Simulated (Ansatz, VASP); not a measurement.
## HfB2 in VASP and in Ansatz

```xyz
3
Lattice="3.1813 0.0000 0.0000 -1.5907 2.7551 0.0000 0.0000 0.0000 3.5258" Properties=species:S:1:pos:R:3 pbc="T T T"
Hf    0.0000    0.0000    0.0000
B     0.0000    1.8367    1.7629
B     1.5907    0.9184    1.7629
```

Alike in both runs: task single point; functional r2SCAN; k mesh 10 × 10 × 8; no spin polarisation.

|  | VASP | Ansatz |
| --- | --- | --- |
| version | VASP 6.6.1 | Ansatz 0.2.0 |
| potentials or method | VASP PAW PBE potentials, release 64 (Hf_pv, B), cutoff 520 eV | plane waves, PAW |
| occupations | methfessel-paxton of order 1, width 0.1 eV | cold, width 0.1 eV |
| valence electrons in the cell | 16 | 32 |

Ansatz gave:

* pressure (GPa): -9.9
* traceless stress, the component that is largest in VASP (GPa): 1.65

Question: What did VASP give for the same quantities?

Answer: Pressure (GPa): -10.6; traceless stress, the component that is largest in VASP (GPa): 1.64.

VASP's potentials were made for PBE, not for r2SCAN. VASP's potentials hold 16 valence electrons a cell and Ansatz's 32, so a difference there can come from the potentials and not from the codes.

Spin-orbit coupling is off throughout.
